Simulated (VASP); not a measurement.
Write the native input for VASP 6.6.1 that does the following.

```yaml
Task: single point
Functional: LDA
Potentials_or_basis: VASP PAW LDA potentials, release 64 (W_sv)
Cutoff: 400 eV
k_mesh: 12 × 12 × 1
Occupations: gaussian, width 0.1 eV
Spin: no spin polarisation
Dipole_correction: yes
Further_INCAR_settings: ALGO = Normal; EDIFF = 1e-06; NBANDS = 28; NELMDL = -8
```

The structure of W lies in POSCAR:

```
W
1.0
    2.8090103839      0.0000000000      0.0000000000
   -1.4045051920      2.4326743520      0.0000000000
    0.0000000000      0.0000000000     20.1144288635
W
3
Direct
    0.6666666667      0.3333333333      0.1988622211
    0.3333333333      0.6666666667      0.3135698338
    0.0000000000      0.0000000000      0.4282711143
```

One way to write it, as run:

INCAR

```
SYSTEM = W
ALGO     = Normal         ! electronic algorithm
DIPOL    = 0.5 0.5 0.314
EDIFF    = 1E-6           ! SCF threshold, eV
ENCUT    = 400            ! plane-wave cutoff, eV
GGA      = CA             ! functional
GGA_COMPAT= .FALSE.      
IDIPOL   = 3            
ISIF     = 2              ! what is computed and relaxed
ISMEAR   = 0              ! smearing method
LASPH    = .TRUE.         ! aspherical terms in the spheres
LCHARG   = .FALSE.        ! write CHGCAR
LDIPOL   = .TRUE.       
LREAL    = .FALSE.        ! projectors in reciprocal space
LWAVE    = .FALSE.        ! write WAVECAR
NBANDS   = 28             ! bands
NELM     = 120            ! most SCF steps
NELMDL   = -8           
PREC     = Accurate       ! precision mode
SIGMA    = 0.1            ! smearing width, eV
```

KPOINTS

```
k-points
0
G
  12 12 1
  0 0 0
```

Potentials or basis: VASP PAW LDA potentials, release 64 (W_sv).

Run with:

```console
$ cat potpaw_LDA.64/W_sv/POTCAR > POTCAR
$ mpirun -np 1 vasp_std > vasp.out
```

It gave:

| Item | Value |
| --- | --- |
| Largest force | 0.068 eV/Å |
| Band gap on the k mesh | zero (band 21 reaches 1.43 eV, above the bottom of band 22 at -0.29 eV) |

Caveat: spin-orbit coupling is left out, which moves the levels of the heavy elements.

Wall time 80 s on 1 thread of Intel(R) Xeon(R) Platinum 8375C CPU @ 2.90GHz (Ice Lake), with other jobs on the host, peak memory 0.18 GiB.
